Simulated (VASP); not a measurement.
Runs of VASP 6.6.1 on Ca2Ge3N. The structure is that of space group P4/mmm (No. 123), or close to it. The cells are those of the table. The cell was generated, and may not be a known phase.

| task | cell | k mesh | cutoff (eV) | gap on the mesh (eV) | pressure (GPa) |
| --- | --- | --- | --- | --- | --- |
| single point | a = 4.996, b = 4.996, c = 6.008 Å, 6 atoms | 4 × 4 × 4 | 520 | none | (a) |
| single point | a = 4.960, b = 4.960, c = 5.373 Å, 6 atoms | 4 × 4 × 4 | 520 | none | 6.8 |
| single point | a = 4.966, b = 4.966, c = 6.032 Å, 6 atoms | 8 × 8 × 6 | 520 | none | 0.1 |
| relaxation of cell and atoms | relaxed from a = 4.960, b = 4.960, c = 5.373 Å, 6 atoms | 4 × 4 × 4 | 600 | none | 0.0 |

Alike in all rows: level PBE; potentials or basis VASP PAW PBE potentials, release 64 (Ca_sv, Ge_d, N); no spin polarisation; smearing gaussian 0.1 eV.

**Question.** Fill in the values left out.

**Answer.** (a) 0.3.

Caveats: an odd number of electrons without spin polarisation forces a metal; a magnetic or distorted state may lie lower; the stress differs along the axes, from 3 to 15 GPa (at least some runs).

A k mesh can miss the band edges, and the runs leave out spin-orbit coupling on Ge.

A gap of «none» marks levels without a gap at the run's occupations.
